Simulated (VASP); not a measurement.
# Se (P-1) in VASP: single point with PBE

Aim: the single point of Se with PBE.

Program: VASP 6.6.1. These are calculated values, not measurements. Logs are shortened: lines on timing, memory, paths and dates and some standing lists are left out, and cuts for length are marked.

### Step 1. The cell of the first run

The typed cell holds 1 atom: a = 2.896 Å, b = 2.846 Å, c = 2.829 Å, α = 86.59°, β = 90.71°, γ = 91.93°.

### Step 2. Single point, PBE (the cell strained at random)

INCAR reads:

```
PREC = Accurate
ENCUT = 520
EDIFF = 1E-6
ISMEAR = 0
SIGMA = 0.1
LREAL = F
LASPH = T
NELM = 100
ALGO = Normal
ISIF = 2
LWAVE = F
LCHARG = T
GGA = PE
LELF = T
LVHAR = T
NBANDS = 9
```

KPOINTS reads:

```
regular mesh
0
Gamma
  14 14 14
```

POSCAR reads:

```
Se
1.0
    2.8955825514     -0.0482292614     -0.0169758006
   -0.0482292614      2.8440087199      0.0843168906
   -0.0169758006      0.0843168906      2.8274826094
Se
1
Direct
    0.0000000000      0.0000000000      0.0000000000
```

Potentials or basis: VASP PAW PBE potentials, release 64 (Se).

Run with:

```sh
$ cat potpaw_PBE.64/Se/POTCAR > POTCAR
$ mpirun -np 1 vasp_std > vasp.out
```

OUTCAR:

```text
PREC = Accurate
   ENCUT = 520
   EDIFF = 1E-6
   ISMEAR = 0
   LREAL = F
   LASPH = T
   NELM = 100
   ISIF = 2
   GGA = PE

 ion  position               nearest neighbor table
   1  0.000  0.000  0.000-

  LATTYP: Found a triclinic cell.
 ALAT       =     2.8456670569
 B/A-ratio  =     1.3674301558
 C/A-ratio  =     3.0453572373
 COS(alpha) =     0.0004300982
 COS(beta)  =     0.6843032578
 COS(gamma) =     0.6880392812

  Lattice vectors:

 A1 = (   0.0482292614,  -2.8440087199,  -0.0843168906)
 A2 = (   0.0312534608,  -2.7596918293,   2.7431657188)
 A3 = (  -2.7651724274,  -5.8084219596,  -5.8066231994)

Analysis of symmetry for initial positions (statically):
=====================================================================
 Subroutine PRICEL returns:
 Original cell was already a primitive cell.

 Routine SETGRP: Setting up the symmetry group for a
 triclinic supercell.

 Subroutine GETGRP returns: Found  2 space group operations
 (whereof  2 operations were pure point group operations)
 out of a pool of  2 trial point group operations.

The static configuration has the point symmetry S_2 .

Analysis of symmetry for dynamics (positions and initial velocities):
=====================================================================
 Subroutine PRICEL returns:
 Original cell was already a primitive cell.

 Routine SETGRP: Setting up the symmetry group for a
 triclinic supercell.

 Subroutine GETGRP returns: Found  2 space group operations
 (whereof  2 operations were pure point group operations)
 out of a pool of  2 trial point group operations.

The dynamic configuration has the point symmetry S_2 .

 Subroutine INISYM returns: Found  2 space group operations
 (whereof  2 operations are pure point group operations),
 and found     1 'primitive' translations

----------------------------------------------------------------------------------------

                                     Primitive cell

  volume of cell :      23.2567

  direct lattice vectors                    reciprocal lattice vectors
     2.895582551 -0.048229261 -0.016975801     0.345461434  0.005802041  0.001901081
    -0.048229261  2.844008720  0.084316891     0.005802041  0.352024945 -0.010462718
    -0.016975801  0.084316891  2.827482609     0.001901081 -0.010462718  0.353994912

  length of vectors
     2.896033935  2.845667057  2.828790452     0.345515383  0.352228184  0.354154599

  position of ions in fractional coordinates (direct lattice)
     0.000000000  0.000000000  0.000000000

  ion indices of the primitive-cell ions
   primitive index   ion index
                 1           1

----------------------------------------------------------------------------------------

 KPOINTS: regular mesh

Automatic generation of k-mesh.
 Grid dimensions read from file:
 generate k-points for:   14   14   14

 Generating k-lattice:

  Cartesian coordinates                     Fractional coordinates (reciprocal lattice)
     0.024675817  0.000414432  0.000135792     0.071428571  0.000000000  0.000000000
     0.000414432  0.025144639 -0.000747337     0.000000000  0.071428571  0.000000000
     0.000135792 -0.000747337  0.025285351     0.000000000  0.000000000  0.071428571

  Length of vectors
     0.024679670  0.025159156  0.025296757

  Shift w.r.t. Gamma in fractional coordinates (k-lattice)
     0.000000000  0.000000000  0.000000000

 Subroutine IBZKPT returns following result:
 ===========================================

 Found   1376 irreducible k-points:

 Following reciprocal coordinates:
            Coordinates               Weight
  0.000000  0.000000  0.000000      1.000000
  0.071429 -0.000000 -0.000000      2.000000
  0.142857 -0.000000  0.000000      2.000000
  0.214286  0.000000 -0.000000      2.000000
  0.285714 -0.000000 -0.000000      2.000000
  0.357143 -0.000000 -0.000000      2.000000
[... 16 lines left out ...]
  0.000000  0.142857 -0.000000      2.000000
  0.071429  0.142857 -0.000000      2.000000
 [... further k-points ...]
   k-points           NKPTS =   1376   k-points in BZ     NKDIM =   1376   number of bands    NBANDS=      9
   number of dos      NEDOS =    301   number of ions     NIONS =      1
   total plane-waves  NPLWV =  13824
   dimension x,y,z NGX =    24 NGY =   24 NGZ =   24
   dimension x,y,z NGXF=    48 NGYF=   48 NGZF=   48
   ions per type =               1
   NGX,Y,Z   is equivalent  to a cutoff of  13.78, 14.02, 14.10 a.u.
   NGXF,Y,Z  is equivalent  to a cutoff of  27.55, 28.04, 28.21 a.u.
 SYSTEM =  unknown system
   PREC   = accura    normal or accurate (medium, high low for compatibility)
   ISTART =      0    job   : 0-new  1-cont  2-samecut
   ICHARG =      2    charge: 1-file 2-atom 10-const
   ISPIN  =      1    spin polarized calculation?
   LNONCOLLINEAR =      F non collinear calculations
   LSORBIT =      F    spin-orbit coupling
   LASPH  =      T    aspherical Exc in radial PAW
   ENCUT  =  520.0 eV  38.22 Ry    6.18 a.u.   5.38  5.29  5.26*2*pi/ulx,y,z
   NELM   =    100;   NELMIN=  2; NELMDL= -5     # of ELM steps
   EDIFF  = 0.1E-05   stopping-criterion for ELM
   LREAL  =      F    real-space projection
   EDIFFG = 0.1E-04   stopping-criterion for IOM
   NSW    =      0    number of steps for IOM
   IBRION =     -1    ionic relax: 0-MD 1-quasi-New 2-CG
   NFREE  =      0    steps in history (QN), initial steepest desc. (CG)
   ISIF   =      2    stress and relaxation
   ISYM   =      2    0-nonsym 1-usesym 2-fastsym
   POTIM  = 0.5000    time-step for ionic-motion
   TEBEG  =    0.0;   TEEND  =   0.0 temperature during run
   PSTRESS=    0.0 pullay stress
   NELECT =       6.0000    total number of electrons
   NUPDOWN=      -1.0000    fix difference up-down
   EMIN   =  10.00;   EMAX   =-10.00  energy-range for DOS
   EFERMI =   0.00;   METHOD = LEGACY
   ISMEAR =     0;   SIGMA  =   0.10  broadening in eV -4-tet -1-fermi 0-gaus
   EFERMI_NEDOS =   21; number of points for ismear=-14 and -15
   IALGO  =     38    algorithm
   IMIX   =      4    mixing-type and parameters
     AMIX     =   0.40;   BMIX     =  1.00
     AMIX_MAG =   1.60;   BMIX_MAG =  1.00
  volume/ion in A,a.u.               =      23.26       156.94
  Fermi-wavevector in a.u.,A,eV,Ry     =   1.042180  1.969435 14.777829  1.086140
  Thomas-Fermi vector in A             =   2.176834
   LORBIT       =      0    0 simple, 1 ext, 2 COOP (PROOUT), +10 PAW based schemes
   GGA     = PE    functional components
   LHFCALC =     F    Hartree Fock is set to
   AEXX    =    0.0000 exact exchange contribution
   IVDW    =     0    specifies the selected vdW correction
   LEPSILON=     F    determine dielectric tensor
   LRPA    =     F    only Hartree local field effects (RPA)
 non-spin polarized calculation
 Gauss-broadening in eV      SIGMA  =   0.10
  energy-cutoff  :      520.00
  volume of cell :       23.26
 maximum number of plane-waves:       641
 NGX is ok and might be reduce to    24
   NGX = 11   NGY = 11   NGZ = 11

 number of electron       5.9999999 magnetization

 Free energy of the ion-electron system (eV)
  ---------------------------------------------------
  ext. energy  EPLUGINS =         0.00000000
  ---------------------------------------------------
  free energy    TOTEN  =        -3.32601913 eV

  energy without entropy =       -3.32359884  energy(sigma->0) =       -3.32480899

 E-fermi :   4.3464     XC(G=0):  -9.7940

 val. band max:        4.3464134286   @ k =  -0.1429   0.2143   0.2143
 cond. band min:       4.3466706813   @ k =  -0.2857   0.5000   0.2143
 fundamental gap:      0.0002572527
 Fermi energy:         4.3464278989

 k-point     1 :       0.0000    0.0000    0.0000
  band No.  band energies     occupation
      1     -11.4367      2.00000
      2       5.3413      0.00000
      3       5.7252      0.00000
      4       6.0613      0.00000
      5      11.7715      0.00000
      6      12.2848      0.00000
      7      12.4259      0.00000
      8      25.8018      0.00000
      9      26.0541      0.00000

 k-point     2 :       0.0714   -0.0000   -0.0000
  band No.  band energies     occupation
      1     -11.3713      2.00000
      2       4.6439      0.00003
      3       5.7696      0.00000
      4       6.1072      0.00000
      5      12.3236      0.00000
      6      12.4710      0.00000
      7      12.6960      0.00000
      8      24.5290      0.00000
      9      24.8973      0.00000

 k-point     3 :       0.1429   -0.0000    0.0000
  band No.  band energies     occupation
      1     -11.1796      2.00000
      2       3.1627      2.00000
      3       5.9121      0.00000
      4       6.2497      0.00000
      5      12.5562      0.00000
      6      12.7229      0.00000
      7      14.5706      0.00000
      8      22.7995      0.00000
      9      23.1839      0.00000

 k-point     4 :       0.2143    0.0000   -0.0000
  band No.  band energies     occupation
      1     -10.8768      2.00000
      2       1.5542      2.00000
      3       6.1323      0.00000
      4       6.4701      0.00000
      5      12.8892      0.00000
      6      13.1175      0.00000
      7      16.7442      0.00000
      8      21.2206      0.00000
      9      21.5936      0.00000

 k-point     5 :       0.2857   -0.0000   -0.0000
  band No.  band energies     occupation
      1     -10.4944      2.00000
      2       0.0740      2.00000
      3       6.3972      0.00000
      4       6.7354      0.00000
      5      13.3030      0.00000
      6      13.6717      0.00000
      7      18.3128      0.00000
      8      19.9249      0.00000
      9      20.2813      0.00000

 k-point     6 :       0.3571   -0.0000   -0.0000
  band No.  band energies     occupation
      1     -10.0909      2.00000
      2      -1.1423      2.00000
      3       6.6582      0.00000
      4       6.9967      0.00000
      5      13.7388      0.00000
      6      14.3693      0.00000
      7      18.2219      0.00000
      8      18.9410      0.00000
      9      19.3205      0.00000
[... 169 lines left out ...]
 k-point    21 :      -0.1429    0.0714   -0.0000
  band No.  band energies     occupation
      1     -11.1152      2.00000
      2       3.2666      2.00000
      3       5.2965      0.00000
      4       6.2223      0.00000
      5      12.7804      0.00000
      6      13.3629      0.00000
      7      14.5741      0.00000
      8      21.1953      0.00000
      9      23.2631      0.00000

 k-point    22 :      -0.0714    0.0714    0.0000
  band No.  band energies     occupation
      1     -11.3037      2.00000
      2       4.7277      0.00000
      3       5.1243      0.00000
      4       6.0797      0.00000
      5      12.5405      0.00000
      6      12.6875      0.00000
      7      13.2356      0.00000
      8      22.8775      0.00000
      9      24.6048      0.00000

 k-point    23 :       0.0000    0.1429   -0.0000
  band No.  band energies     occupation
      1     -11.1571      2.00000
      2       3.4582      2.00000
      3       5.5713      0.00000
      4       6.1678      0.00000
      5      12.1063      0.00000
      6      12.7368      0.00000
      7      15.1861      0.00000
      8      22.5716      0.00000
      9      22.8420      0.00000

 k-point    24 :       0.0714    0.1429   -0.0000
  band No.  band energies     occupation
      1     -11.0853      2.00000
      2       3.4756      2.00000
      3       4.8212      0.00000
      4       6.2216      0.00000
      5      12.8117      0.00000
      6      13.0186      0.00000
      7      15.3034      0.00000
      8      22.2720      0.00000
      9      22.8097      0.00000

 [... further k-points ...]
[... 5 lines left out ...]
  --------------------------------------------------------------------------------------
  -------------------------------------------------------------------------------------
  Total       -0.4696280     -0.1981198     -0.1293287      0.0543685     -0.0923505      0.0227170
  in kB      -32.3532124    -13.6487006     -8.9096015      3.7455117     -6.3621328      1.5649992
  external PRESSURE =     -18.3038381 kB  Pullay stress =       0.0000000 kB

 VOLUME and BASIS-vectors are now :
 -----------------------------------------------------------------------------
  energy-cutoff  :      520.00
  volume of cell :       23.26
      direct lattice vectors                 reciprocal lattice vectors
     2.895582551 -0.048229261 -0.016975801     0.345461434  0.005802041  0.001901081
    -0.048229261  2.844008720  0.084316891     0.005802041  0.352024945 -0.010462718
    -0.016975801  0.084316891  2.827482609     0.001901081 -0.010462718  0.353994912

 POSITION                                       TOTAL-FORCE (eV/Angst)
 -----------------------------------------------------------------------------------
      0.00000      0.00000      0.00000        -0.000000      0.000000      0.000000
 -----------------------------------------------------------------------------------
    total drift:                               -0.000000      0.000000      0.000000

  FREE ENERGIE OF THE ION-ELECTRON SYSTEM (eV)
  ---------------------------------------------------
  free  energy   TOTEN  =        -3.3260191262 eV

  energy  without entropy=       -3.3235988447  energy(sigma->0) =       -3.32480899
```

Wall time 85 s (1 thread of Intel Xeon Platinum 8375C at 2.90GHz (Ice Lake), shared host); peak memory 0.37 GiB.

What came out:

* Free energy: -3.3260 eV
* Pressure: -1.8 GPa
* Band gap on the k mesh: zero (band 3 reaches 6.93 eV, above the bottom of band 4 at 1.47 eV)

Caveat: the cell differs from its parent crystal (the cell strained at random).
